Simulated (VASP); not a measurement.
# ScBiTe3S (P-6m2) in VASP: notebook

ScBiTe3S is run at these levels: PBE; tasks: single point, relaxation of cell and atoms.

Program: VASP 6.6.1. These are calculated values, not measurements. Logs are shortened: lines on timing, memory, paths and dates and some standing lists are left out, and cuts for length are marked.

## (1) The cell of the first run

The structure is hexagonal, space group P-6m2 (No. 187). The conventional cell has a = 6.563 Å, b = 6.563 Å, c = 4.826 Å, α = 90.00°, β = 90.00°, γ = 120.00°. Sc (site symmetry -6m2) has 6 Te at 3.06 Å and 3 Bi at 3.79 Å and 3 S at 3.79 Å within 4.0 Å. Within 5.0 Å of Bi (site symmetry -6m2) lie 3 Sc at 3.79 Å and 3 S at 3.79 Å and 12 Te at 4.07 Å and 2 Bi at 4.83 Å. Within 4.0 Å of Te (site symmetry mm2) lie 2 Sc at 3.06 Å and 2 S at 3.07 Å and 4 Te at 3.27 to 3.30 Å. S (site symmetry -6m2) has 6 Te at 3.07 Å and 3 Bi at 3.79 Å and 3 Sc at 3.79 Å within 4.0 Å.

## (2) Single point, PBE

Input file INCAR:

```
SYSTEM = ScBiTe3S
  PREC = Accurate
  ENCUT = 520
  EDIFF = 1E-6
  ISMEAR = 0
  SIGMA = 0.1
  LREAL = .False.
  LASPH = .True.
  NELM = 100
  ALGO = Normal
  ISIF = 2
  LWAVE = .False.
  LCHARG = .True.
  GGA = PE
  LELF = .True.
  LVHAR = .True.
  NBANDS = 34
```

Input file KPOINTS:

```
Automatic mesh
0
Gamma
  3 3 4
  0 0 0
```

Input file POSCAR:

```
ScBiTe3S
1.0
    6.5632579500      0.0000000000      0.0000000000
   -3.2816289800      5.6839481200      0.0000000000
    0.0000000000      0.0000000000      4.8256074700
Sc Bi Te S
1 1 3 1
Direct
    0.3333333300      0.6666666700      0.0000000000
    0.6666666700      0.3333333300      0.0000000000
    0.6650506700      0.8325253300      0.5000000000
    0.1674746700      0.8325253300      0.5000000000
    0.1674746700      0.3349493300      0.5000000000
    0.0000000000      0.0000000000      0.0000000000
```

Potentials or basis: VASP PAW PBE potentials, release 64 (Sc_sv, Bi_d, Te, S).

Command:

```sh
cat potpaw_PBE.64/Sc_sv/POTCAR potpaw_PBE.64/Bi_d/POTCAR potpaw_PBE.64/Te/POTCAR potpaw_PBE.64/S/POTCAR > POTCAR
mpirun -np 1 vasp_std > vasp.out
```

OUTCAR:

```text
SYSTEM = ScBiTe3S
   PREC = Accurate
   ENCUT = 520
   EDIFF = 1E-6
   ISMEAR = 0
   LREAL = .False.
   LASPH = .True.
   NELM = 100
   ISIF = 2
   GGA = PE

 ion  position               nearest neighbor table
   1  0.333  0.667  0.000-   4 3.06   4 3.06   3 3.06   3 3.06   5 3.06   5 3.06
   2  0.667  0.333  0.000-
   3  0.665  0.833  0.500-   1 3.06   1 3.06   6 3.07   6 3.07   4 3.27   5 3.27   4 3.30   5 3.30

   4  0.167  0.833  0.500-   1 3.06   1 3.06   6 3.07   6 3.07   3 3.27   5 3.27   3 3.30   5 3.30

   5  0.167  0.335  0.500-   1 3.06   1 3.06   6 3.07   6 3.07   3 3.27   4 3.27   3 3.30   4 3.30

   6  0.000  0.000  0.000-   3 3.07   3 3.07   5 3.07   5 3.07   4 3.07   4 3.07

  LATTYP: Found a hexagonal cell.
 ALAT       =     6.5632579500
 C/A-ratio  =     0.7352457433

  Lattice vectors:

 A1 = (   6.5632579500,   0.0000000000,   0.0000000000)
 A2 = (  -3.2816289800,   5.6839481200,   0.0000000000)
 A3 = (   0.0000000000,   0.0000000000,   4.8256074700)

Analysis of symmetry for initial positions (statically):
=====================================================================
 Subroutine PRICEL returns:
 Original cell was already a primitive cell.

 Routine SETGRP: Setting up the symmetry group for a
 hexagonal supercell.

 Subroutine GETGRP returns: Found 12 space group operations
 (whereof 12 operations were pure point group operations)
 out of a pool of 24 trial point group operations.

The static configuration has the point symmetry D_3h.

Analysis of symmetry for dynamics (positions and initial velocities):
=====================================================================
 Subroutine PRICEL returns:
 Original cell was already a primitive cell.

 Routine SETGRP: Setting up the symmetry group for a
 hexagonal supercell.

 Subroutine GETGRP returns: Found 12 space group operations
 (whereof 12 operations were pure point group operations)
 out of a pool of 24 trial point group operations.

The dynamic configuration has the point symmetry D_3h.

 Subroutine INISYM returns: Found 12 space group operations
 (whereof 12 operations are pure point group operations),
 and found     1 'primitive' translations

----------------------------------------------------------------------------------------

                                     Primitive cell

[... 82 lines left out ...]
   EDIFF  = 0.1E-05   stopping-criterion for ELM
   LREAL  =      F    real-space projection
   EDIFFG = 0.1E-04   stopping-criterion for IOM
   NSW    =      0    number of steps for IOM
   IBRION =     -1    ionic relax: 0-MD 1-quasi-New 2-CG
   NFREE  =      0    steps in history (QN), initial steepest desc. (CG)
   ISIF   =      2    stress and relaxation
   ISYM   =      2    0-nonsym 1-usesym 2-fastsym
   POTIM  = 0.5000    time-step for ionic-motion
   TEBEG  =    0.0;   TEEND  =   0.0 temperature during run
   PSTRESS=    0.0 pullay stress
   NELECT =      50.0000    total number of electrons
   NUPDOWN=      -1.0000    fix difference up-down
   EMIN   =  10.00;   EMAX   =-10.00  energy-range for DOS
   EFERMI =   0.00;   METHOD = LEGACY
   ISMEAR =     0;   SIGMA  =   0.10  broadening in eV -4-tet -1-fermi 0-gaus
   EFERMI_NEDOS =   21; number of points for ismear=-14 and -15
   IALGO  =     38    algorithm
   IMIX   =      4    mixing-type and parameters
     AMIX     =   0.40;   BMIX     =  1.00
     AMIX_MAG =   1.60;   BMIX_MAG =  1.00
  volume/ion in A,a.u.               =      30.00       202.47
  Fermi-wavevector in a.u.,A,eV,Ry     =   1.068130  2.018474 15.522924  1.140903
  Thomas-Fermi vector in A             =   2.203769
   LORBIT       =      0    0 simple, 1 ext, 2 COOP (PROOUT), +10 PAW based schemes
   GGA     = PE    functional components
   LHFCALC =     F    Hartree Fock is set to
   AEXX    =    0.0000 exact exchange contribution
   IVDW    =     0    specifies the selected vdW correction
   LEPSILON=     F    determine dielectric tensor
   LRPA    =     F    only Hartree local field effects (RPA)
 non-spin polarized calculation
 Gauss-broadening in eV      SIGMA  =   0.10
  energy-cutoff  :      520.00
  volume of cell :      180.02
 maximum number of plane-waves:      4872
 NGX is ok and might be reduce to    50
   NGX = 25   NGY = 25   NGZ = 17

 number of electron      50.0000003 magnetization

 Free energy of the ion-electron system (eV)
  ---------------------------------------------------
  ext. energy  EPLUGINS =         0.00000000
  ---------------------------------------------------
  free energy    TOTEN  =       -22.54789656 eV

  energy without entropy =      -22.50434569  energy(sigma->0) =      -22.52612112

 E-fermi :   5.5287     XC(G=0):  -9.4711

 val. band max:        5.5052286552   @ k =   0.3333   0.0000   0.5000
 cond. band min:       5.5369256103   @ k =   0.3333   0.0000   0.2500
 fundamental gap:      0.0316969551
 Fermi energy:         5.5286895530

 k-point     1 :       0.0000    0.0000    0.0000
  band No.  band energies     occupation
      1     -44.5705      2.00000
      2     -23.2400      2.00000
      3     -23.2400      2.00000
      4     -23.0778      2.00000
      5     -17.3850      2.00000
      6     -17.3773      2.00000
[... 322 lines left out ...]
     33       8.1825      0.00000
     34       8.3796      0.00000

------------------------ aborting loop because EDIFF is reached ----------------------------------------

  FORCE on cell =-STRESS in cart. coord.  units (eV):
  Direction    XX          YY          ZZ          XY          YZ          ZX
  --------------------------------------------------------------------------------------
  -------------------------------------------------------------------------------------
  Total       -4.0949346     -4.0949346     -1.7580622      0.0000000     -0.0000000      0.0000000
  in kB      -36.4448348    -36.4448348    -15.6467175      0.0000000     -0.0000000      0.0000000
  external PRESSURE =     -29.5121290 kB  Pullay stress =       0.0000000 kB

 VOLUME and BASIS-vectors are now :
 -----------------------------------------------------------------------------
  energy-cutoff  :      520.00
  volume of cell :      180.02
      direct lattice vectors                 reciprocal lattice vectors
     6.563257950  0.000000000  0.000000000     0.152363355  0.087967024  0.000000000
    -3.281628980  5.683948120  0.000000000     0.000000000  0.175934048  0.000000000
     0.000000000  0.000000000  4.825607470     0.000000000  0.000000000  0.207227796

 POSITION                                       TOTAL-FORCE (eV/Angst)
 -----------------------------------------------------------------------------------
     -0.00000      3.78930      0.00000         0.000000     -0.000000      0.000000
      3.28163      1.89465      0.00000         0.000000     -0.000000      0.000000
      1.63286      4.73203      2.41280        -0.253753     -0.146504     -0.000000
     -1.63286      4.73203      2.41280         0.253753     -0.146504     -0.000000
      0.00000      1.90383      2.41280        -0.000000      0.293009     -0.000000
      0.00000      0.00000      0.00000         0.000000     -0.000000      0.000000
 -----------------------------------------------------------------------------------
    total drift:                               -0.000023      0.000013      0.000000

  FREE ENERGIE OF THE ION-ELECTRON SYSTEM (eV)
  ---------------------------------------------------
  free  energy   TOTEN  =       -22.5478965605 eV

  energy  without entropy=      -22.5043456859  energy(sigma->0) =      -22.52612112
```

OSZICAR:

```text
N       E                     dE             d eps       ncg     rms          rms(c)
DAV:   1     0.514609712545E+03    0.51461E+03   -0.21665E+04   612   0.138E+03
DAV:   2     0.362564733528E+02   -0.47835E+03   -0.46541E+03   612   0.405E+02
DAV:   3    -0.204864742782E+02   -0.56743E+02   -0.53880E+02   854   0.138E+02
DAV:   4    -0.245468294307E+02   -0.40604E+01   -0.39513E+01   848   0.382E+01
DAV:   5    -0.247272074645E+02   -0.18038E+00   -0.17999E+00   952   0.906E+00    0.141E+01
DAV:   6    -0.232515264828E+02    0.14757E+01   -0.12699E+01   918   0.190E+01    0.896E+00
DAV:   7    -0.226297722430E+02    0.62175E+00   -0.36445E+00   936   0.103E+01    0.559E+00
DAV:   8    -0.225607883648E+02    0.68984E-01   -0.48491E-01   830   0.454E+00    0.200E+00
DAV:   9    -0.225545757475E+02    0.62126E-02   -0.17813E-01   846   0.262E+00    0.142E+00
DAV:  10    -0.225491585614E+02    0.54172E-02   -0.41088E-02   854   0.130E+00    0.961E-01
DAV:  11    -0.225480035449E+02    0.11550E-02   -0.64643E-03   830   0.606E-01    0.374E-01
DAV:  12    -0.225479639738E+02    0.39571E-04   -0.91919E-04   872   0.176E-01    0.184E-01
DAV:  13    -0.225478986794E+02    0.65294E-04   -0.22622E-04   918   0.112E-01    0.550E-02
DAV:  14    -0.225478975451E+02    0.11343E-05   -0.38217E-05   782   0.305E-02    0.230E-02
DAV:  15    -0.225478962841E+02    0.12610E-05   -0.45401E-06   724   0.160E-02    0.108E-02
DAV:  16    -0.225478965605E+02   -0.27640E-06   -0.10463E-06   532   0.761E-03
   1 F= -.22547897E+02 E0= -.22526121E+02  d E =-.435509E-01
```

Wall time 86 s (1 thread of Intel Xeon 6975P-C, shared host); peak memory 0.33 GiB.

Results:

| Property | Result |
| --- | --- |
| Free energy | -22.5479 eV |
| Pressure | -3.0 GPa |
| Largest force | 0.293 eV/Å |
| Band gap on the k mesh | zero (band 25 reaches 6.41 eV, above the bottom of band 26 at 5.51 eV) |

Forces on the atoms (eV/Å):
```
Sc   0.000  0.000  0.000
Bi   0.000  0.000  0.000
Te  -0.254 -0.147  0.000
Te   0.254 -0.147  0.000
Te   0.000  0.293  0.000
S    0.000  0.000  0.000
```

Levels at points of the mesh, in eV from the Fermi level:
```tsv
k point	band 23	band 24	band 25	band 26	band 27	band 28
(0.00, 0.00, 0.00)	-0.58	0.11	0.11	1.00	1.07	1.38
(0.00, 0.00, 0.50)	-1.16	0.02	0.88	0.88	1.19	1.19
```

Caveat: the k points lie up to 0.37 Å⁻¹ apart; spin-orbit coupling is left out, which moves the levels of the heavy elements.

## (3) Single point, PBE

This run uses another cell than the first one, of 27.59 Å³/atom, 0.920 times its volume.

Input file INCAR:

```
SYSTEM = ScBiTe3S
PREC = Accurate ; ENCUT = 520
EDIFF = 1E-6 ; ISMEAR = 0
SIGMA = 0.1 ; LREAL = .False.
LASPH = .True. ; NELM = 100
ALGO = Normal ; ISIF = 2
LWAVE = .False. ; LCHARG = .True.
GGA = PE ; LELF = .True.
LVHAR = .True. ; NBANDS = 34
```

Input file KPOINTS:

```
Automatic mesh
0
Gamma
  6 6 8
  0 0 0
```

Input file POSCAR:

```
ScBiTe3S
1.0
    6.0960368935      0.0000000027      0.0000000000
   -3.0480184491      5.2793228108      0.0000000000
    0.0000000000      0.0000000000      5.1440198686
Sc Bi Te S
1 1 3 1
Direct
    0.3333333333      0.6666666667      0.0000000000
    0.6666666667      0.3333333333      0.0000000000
    0.6665748682      0.8332874341      0.5000000000
    0.1667125659      0.8332874341      0.5000000000
    0.1667125659      0.3334251318      0.5000000000
    0.0000000000      0.0000000000      0.0000000000
```

Potentials or basis: VASP PAW PBE potentials, release 64 (Sc_sv, Bi_d, Te, S).

Command:

```sh
cat potpaw_PBE.64/Sc_sv/POTCAR potpaw_PBE.64/Bi_d/POTCAR potpaw_PBE.64/Te/POTCAR potpaw_PBE.64/S/POTCAR > POTCAR
mpirun -np 1 vasp_std > vasp.out
```

It took 4.3 min on 1 thread of Intel Xeon 6975P-C, shared host; peak memory 0.43 GiB.

It converged, with:

```yaml
Free_energy: -23.1244 eV
Pressure: 0.0 GPa
Largest_force: 0.012 eV/Å
Band_gap_on_the_k_mesh: zero (band 25 reaches 7.69 eV, above the bottom of band 26 at 6.13 eV)
```

Forces in eV/Å, atoms in the order of the input:
```
Sc   0.000  0.000  0.000
Bi   0.000  0.000  0.000
Te   0.010  0.006  0.000
Te  -0.010  0.006  0.000
Te   0.000 -0.012  0.000
S    0.000  0.000  0.000
```

Levels at points of the mesh, in eV from the Fermi level:
```csv
k point,band 22,band 23,band 24,band 25,band 26,band 27,band 28,band 29
"(0.00, 0.00, 0.00)",-1.94,-0.91,-0.03,-0.03,0.88,1.31,2.19,2.19
"(0.50, 0.00, 0.00)",-1.92,-1.40,-1.20,-0.60,-0.43,0.68,0.87,1.58
"(0.00, 0.00, 0.50)",-1.63,-1.14,-0.82,1.13,1.13,1.38,1.57,1.57
"(0.50, 0.00, 0.50)",-1.68,-1.12,-0.48,-0.46,0.17,0.52,0.80,1.51
```

Caveat: spin-orbit coupling is left out, which moves the levels of the heavy elements.

## (4) Single point, PBE

This run uses another cell than the first one, of 27.59 Å³/atom, 0.920 times its volume.

Input file INCAR:

```
PREC     = Accurate       # precision mode
ENCUT    = 520            # plane-wave cutoff, eV
EDIFF    = 1E-6           # SCF threshold, eV
ISMEAR   = 0              # smearing method
SIGMA    = 0.1            # smearing width, eV
LREAL    = F              # projectors in reciprocal space
LASPH    = T              # aspherical terms in the spheres
NELM     = 100            # most SCF steps
ALGO     = Normal         # electronic algorithm
ISIF     = 2              # what is computed and relaxed
LWAVE    = F              # write WAVECAR
LCHARG   = T              # write CHGCAR
GGA      = PE             # functional
LELF     = T              # ELF
LVHAR    = T            
NBANDS   = 34             # bands
```

Input file KPOINTS:

```
Automatic mesh
0
Gamma
  6 6 8
```

POSCAR is that of step 3.

Command:

```sh
cat potpaw_PBE.64/Sc_sv/POTCAR potpaw_PBE.64/Bi_d/POTCAR potpaw_PBE.64/Te/POTCAR potpaw_PBE.64/S/POTCAR > POTCAR
mpirun -np 1 vasp_std > vasp.out
```

It took 4.3 min on 1 thread of Intel Xeon 6975P-C, shared host; peak memory 0.43 GiB.

The run converged. Its results:

```
Free energy            : -23.1244 eV
Pressure               : 0.0 GPa
Largest force          : 0.012 eV/Å
Band gap on the k mesh : zero (band 25 reaches 7.69 eV, above the bottom of band 26 at 6.13 eV)
```

Forces on the atoms (eV/Å):
```
Sc   0.000  0.000  0.000
Bi   0.000  0.000  0.000
Te   0.010  0.006  0.000
Te  -0.010  0.006  0.000
Te   0.000 -0.012  0.000
S    0.000  0.000  0.000
```

Levels at points of the mesh, in eV from the Fermi level:
| k point | band 21 | band 22 | band 23 | band 24 | band 25 | band 26 | band 27 | band 28 | band 29 | band 30 |
| --- | --- | --- | --- | --- | --- | --- | --- | --- | --- | --- |
| (0.00, 0.00, 0.00) | -1.94 | -1.94 | -0.91 | -0.03 | -0.03 | 0.88 | 1.31 | 2.19 | 2.19 | 2.27 |
| (0.50, 0.00, 0.00) | -2.14 | -1.92 | -1.40 | -1.20 | -0.60 | -0.43 | 0.68 | 0.87 | 1.58 | 2.17 |
| (0.00, 0.00, 0.50) | -1.63 | -1.63 | -1.14 | -0.82 | 1.13 | 1.13 | 1.38 | 1.57 | 1.57 | 2.35 |
| (0.50, 0.00, 0.50) | -1.88 | -1.68 | -1.12 | -0.48 | -0.46 | 0.17 | 0.52 | 0.80 | 1.51 | 1.71 |

Caveat: spin-orbit coupling is left out, which moves the levels of the heavy elements.

## (5) Relaxation of cell and atoms, PBE

This run uses another cell than the first one, of 27.59 Å³/atom, 0.920 times its volume.

Input file INCAR:

```
PREC = Accurate ; ENCUT = 600
EDIFF = 1E-6 ; ISMEAR = 0
SIGMA = 0.1 ; LREAL = F
LASPH = T ; NELM = 100
ALGO = Normal ; ISIF = 3
LWAVE = F ; LCHARG = F
GGA = PE ; IBRION = 2
NSW = 100 ; EDIFFG = -0.01
```

Input file KPOINTS:

```
regular mesh
0
Gamma
  6 6 8
```

POSCAR is that of step 4.

Command:

```sh
cat potpaw_PBE.64/Sc_sv/POTCAR potpaw_PBE.64/Bi_d/POTCAR potpaw_PBE.64/Te/POTCAR potpaw_PBE.64/S/POTCAR > POTCAR
mpirun -np 1 vasp_std > vasp.out
```

It took 7.2 min on 1 thread of Intel Xeon 6975P-C, shared host; peak memory 0.5 GiB.

The run converged. Its results:

- Free energy: -23.1248 eV
- Relaxed volume: 27.57 Å³/atom
- Relaxed cell: a = 6.094 Å, b = 6.094 Å, c = 5.145 Å, α = 90.00°, β = 90.00°, γ = 120.00°
- Space group after relaxing (to 0.05 Å): P-6m2 (No. 187)
- Energy gained by relaxing: 0.0 meV/atom
- Ionic steps: 2
- Pressure after relaxing: 0.0 GPa
- Largest force after relaxing: 0.004 eV/Å
- Band gap on the k mesh: zero (band 25 reaches 7.70 eV, above the bottom of band 26 at 6.14 eV)

Forces on the atoms (eV/Å):
```
Sc   0.000  0.000  0.000
Bi   0.000  0.000  0.000
Te   0.004  0.002  0.000
Te  -0.004  0.002  0.000
Te   0.000 -0.004  0.000
S    0.000  0.000  0.000
```

Final structure:
```xyz
6
Lattice="6.0939 0.0000 0.0000 -3.0469 5.2775 0.0000 0.0000 0.0000 5.1445" Properties=species:S:1:pos:R:3 pbc="T T T"
Sc    0.0000    3.5183    5.1445
Bi    3.0469    1.7592    5.1445
Te    1.5235    4.3979    2.5723
Te   -1.5235    4.3979    2.5723
Te    0.0000    1.7591    2.5723
S     0.0000    0.0000    5.1445
```

Levels at points of the mesh, in eV from the Fermi level:
| k point | band 23 | band 24 | band 25 | band 26 | band 27 | band 28 |
| --- | --- | --- | --- | --- | --- | --- |
| (0.00, 0.00, 0.00) | -0.91 | -0.03 | -0.03 | 0.88 | 1.32 | 2.19 |
| (0.50, 0.00, 0.00) | -1.40 | -1.21 | -0.60 | -0.43 | 0.68 | 0.87 |
| (0.00, 0.00, 0.50) | -1.14 | -0.82 | 1.14 | 1.14 | 1.38 | 1.57 |
| (0.50, 0.00, 0.50) | -1.12 | -0.49 | -0.46 | 0.17 | 0.52 | 0.80 |

Caveat: spin-orbit coupling is left out, which moves the levels of the heavy elements.

## (6) Overview

```csv
task,cell,k mesh,cutoff (eV),gap on the mesh (eV),pressure (GPa),largest force (eV/Å)
single point,"a = 6.563, b = 6.563, c = 4.826 Å, angles 90.0, 90.0, 120.0°, 6 atoms",3 × 3 × 4,520,none,-3.0,0.29
single point,"a = 6.096, b = 6.096, c = 5.144 Å, angles 90.0, 90.0, 120.0°, 6 atoms",6 × 6 × 8,520,none,0.0,0.01
relaxation of cell and atoms,"relaxed from a = 6.096, b = 6.096, c = 5.144 Å, angles 90.0, 90.0, 120.0°, 6 atoms",6 × 6 × 8,600,none,0.0,-
```

Alike in all rows: level PBE; potentials or basis VASP PAW PBE potentials, release 64 (Sc_sv, Bi_d, Te, S); no spin polarisation; smearing gaussian 0.1 eV.

Caveats: some runs use coarse meshes; spin-orbit coupling is left out, which moves the levels of the heavy elements.

Total energies depend on the potentials used, so only differences within one code and one set of settings carry meaning.
